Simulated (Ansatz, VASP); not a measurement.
# Two plane-wave programs on Zn

Contents of INCAR:

```
ALGO = Normal ; EDIFF = 1E-8
ENCUT = 400 ; GGA = PE
GGA_COMPAT = False ; ISIF = 2
ISMEAR = -1 ; LASPH = True
LCHARG = False ; LEFG = True
LORBIT = 11 ; LORBMOM = True
LREAL = False ; LSORBIT = True
LWAVE = False ; MAGMOM = 0 0 0 0 0 0
NBANDS = 36 ; NELM = 200
PREC = Accurate ; SIGMA = 0.03
```

KPOINTS

```
k-points
0
Gamma
  16 16 8
```

Contents of POSCAR:

```
Zn
1.0
    2.6647980532      0.0000000000      0.0000000000
   -1.3323990266      2.3077828100      0.0000000000
    0.0000000000      0.0000000000      4.9467000000
Zn
2
Direct
    0.3333333333      0.6666666667      0.2500000000
    0.6666666667      0.3333333333      0.7500000000
```

Input for Ansatz:

```yaml
crystal:
  lattice:
    - [2.6647980532, 0.0, 0.0]
    - [-1.3323990266, 2.30778281, 0.0]
    - [0.0, 0.0, 4.9467]
  atoms:
    - { symbol: Zn, position: [0.3333333333, 0.6666666667, 0.25] }
    - { symbol: Zn, position: [0.6666666667, 0.3333333333, 0.75] }
kpoints:
  mp_grid: { grid: [16, 16, 8] }
  band_path:
    path:
      - [0.0, 0.0, 0.0]
      - [0.5, 0.0, 0.0]
      - [0.3333333333, 0.3333333333, 0.0]
      - [0.0, 0.0, 0.0]
      - [0.0, 0.0, 0.5]
      - [0.5, 0.0, 0.5]
      - [0.3333333333, 0.3333333333, 0.5]
      - [0.0, 0.0, 0.5]
      - [0.5, 0.0, 0.5]
    npoints: 5
scf:
  occupations: { method: fermi_dirac, width: 0.03 }
hamiltonian:
  xc: pbe
  pseudopotentials: { kind: paw_fr }
output:
  forces: true
  stress: true
  eigenvalues: true
  efg: { contact_densities: true }
magnetization:
  noncollinear: true
  spin_orbit: true
```

Alike in both runs: task electric field gradients; functional PBE; k mesh 16 × 16 × 8; occupations fermi-dirac, width 0.03 eV; non-collinear spin, spin-orbit coupling.

```csv
,VASP,Ansatz
version,VASP 6.6.1,Ansatz 0.2.0
potentials or method,"VASP PAW PBE potentials, release 64 (Zn)","PAW with Ansatz's default frozen-core files, fully relativistic files with spin-orbit coupling"
plane-wave cutoff (eV),400,420
valence electrons in the cell,24,24
```

|  | VASP | Ansatz | Ansatz less VASP |
| --- | --- | --- | --- |
| pressure (GPa) | -0.8 | -0.5 | +0.27 |
| traceless stress, the component that is largest in VASP (GPa) | -0.33 | -0.20 | +0.125 |
| size of Vzz on the site where it differs most (V/Å²) | 37.9 | 37.8 | -0.17 |
